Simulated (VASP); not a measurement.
Runs of VASP 6.6.1 on BN. The structure is that of space group P6_3/mmc (No. 194), or close to it. The cells are those of the table. 

| cell | gap on the mesh (eV) | pressure (GPa) |
| --- | --- | --- |
| a = 2.540, b = 2.540, c = 6.636 Å, angles 90.0, 90.0, 120.0°, 4 atoms | 4.09 | (b) |
| a = 2.498, b = 2.498, c = 6.636 Å, angles 90.0, 90.0, 120.0°, 4 atoms | 4.18 | 2.5 |
| a = 2.373, b = 2.373, c = 6.636 Å, angles 90.0, 90.0, 120.0°, 4 atoms | 4.40 | 49.7 |
| a = 2.415, b = 2.415, c = 6.636 Å, angles 90.0, 90.0, 120.0°, 4 atoms | 4.33 | 31.4 |
| a = 2.623, b = 2.623, c = 6.636 Å, angles 90.0, 90.0, 120.0°, 4 atoms | 3.91 | (a) |
| a = 2.457, b = 2.457, c = 6.636 Å, angles 90.0, 90.0, 120.0°, 4 atoms | 4.25 | 15.8 |
| a = 2.582, b = 2.582, c = 6.636 Å, angles 90.0, 90.0, 120.0°, 4 atoms | 4.00 | (c) |

Alike in all rows: task single point; level PBEsol; potentials or basis VASP PAW PBE potentials, release 64 (B, N); no spin polarisation; k mesh 12 × 12 × 4; cutoff (eV) 520; smearing gaussian 0.05 eV.

Problem. Fill in the values left out.

Solution. (a) -26.8; (b) -8.9; (c) -18.6.

Caveats: the PAW data sets were made with another functional, which shifts forces and pressure a little; this functional lacks dispersion, which binds the layers, so the pressure and a relaxed spacing across them are unreliable.

A k mesh can miss the band edges.
